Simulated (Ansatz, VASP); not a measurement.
ZnSe in VASP and in Ansatz

File POSCAR:

```
ZnSe
1.0
    0.0000000000      2.6063096149      2.9462630429
    2.6063096149      0.0000000000      2.9462630429
    2.6063096149      2.6063096149      0.0000000000
Zn Se
1 1
Direct
    0.0000000000      0.0000000000      0.0000000000
    0.7500000000      0.7500000000      0.7500000000
```

INCAR.step1

```
PREC     = Accurate       # precision mode
ENCUT    = 520            # plane-wave cutoff, eV
ISMEAR   = 0              # smearing method
SIGMA    = 0.05           # smearing width, eV
LREAL    = F              # projectors in reciprocal space
LASPH    = T              # aspherical terms in the spheres
NELM     = 80             # most SCF steps
NBANDS   = 16             # bands
GGA      = PE             # functional
ALGO     = Normal         # electronic algorithm
EDIFF    = 1E-4           # SCF threshold, eV
LWAVE    = T              # write WAVECAR
LCHARG   = F              # write CHGCAR
```

The input INCAR.step2:

```
PREC     = Accurate       # precision mode
ENCUT    = 520            # plane-wave cutoff, eV
EDIFF    = 1E-6           # SCF threshold, eV
ISMEAR   = 0              # smearing method
SIGMA    = 0.05           # smearing width, eV
LREAL    = F              # projectors in reciprocal space
LASPH    = T              # aspherical terms in the spheres
NELM     = 80             # most SCF steps
ALGO     = Normal         # electronic algorithm
ISIF     = 2              # what is computed and relaxed
LWAVE    = F              # write WAVECAR
LCHARG   = F              # write CHGCAR
METAGGA  = R2SCAN         # meta-GGA
LMIXTAU  = T            
NBANDS   = 16             # bands
ISTART   = 1
```

The input KPOINTS:

```
Automatic mesh
0
Gamma
  8 8 8
```

Input for Ansatz:

```yaml
crystal:
  lattice:
    - [0.0, 2.6063096149, 2.9462630429]
    - [2.6063096149, 0.0, 2.9462630429]
    - [2.6063096149, 2.6063096149, 0.0]
  atoms:
    - { symbol: Zn, position: [0.0, 0.0, 0.0] }
    - { symbol: Se, position: [0.75, 0.75, 0.75] }
basis:
  ecutwfc: 500
kpoints:
  mp_grid: { grid: [8, 8, 8] }
hamiltonian:
  xc: r2scan
scf:
  occupations: { method: gaussian, width: 0.05 }
output:
  forces: true
  stress: true
  eigenvalues: true
```

Change from the starting cell: strain -0.080 along x and y, +0.040 along z, atoms carried along.

Alike in both runs: task single point; functional r2SCAN; k mesh 8 × 8 × 8; occupations gaussian, width 0.05 eV; no spin polarisation.

|  | VASP | Ansatz |
| --- | --- | --- |
| version | VASP 6.6.1 | Ansatz 0.2.0 |
| potentials or method | VASP PAW PBE potentials, release 64 (Zn, Se), cutoff 520 eV | scalar-relativistic, plane waves, PAW |
| valence electrons in the cell | 18 | 28 |

```tsv
	VASP	Ansatz	Ansatz less VASP
gap on the k mesh at the Fermi level (eV)	2.17	2.16	-0.013
least direct gap on the mesh (eV)	2.17	2.16	-0.013
pressure (GPa)	10.8	10.6	-0.18
traceless stress, the component that is largest in VASP (GPa)	-3.64	-3.66	-0.018
```

VASP's potentials were made for PBE, not for r2SCAN. VASP's potentials hold 18 valence electrons a cell and Ansatz's 28, so a difference there can come from the potentials and not from the codes.
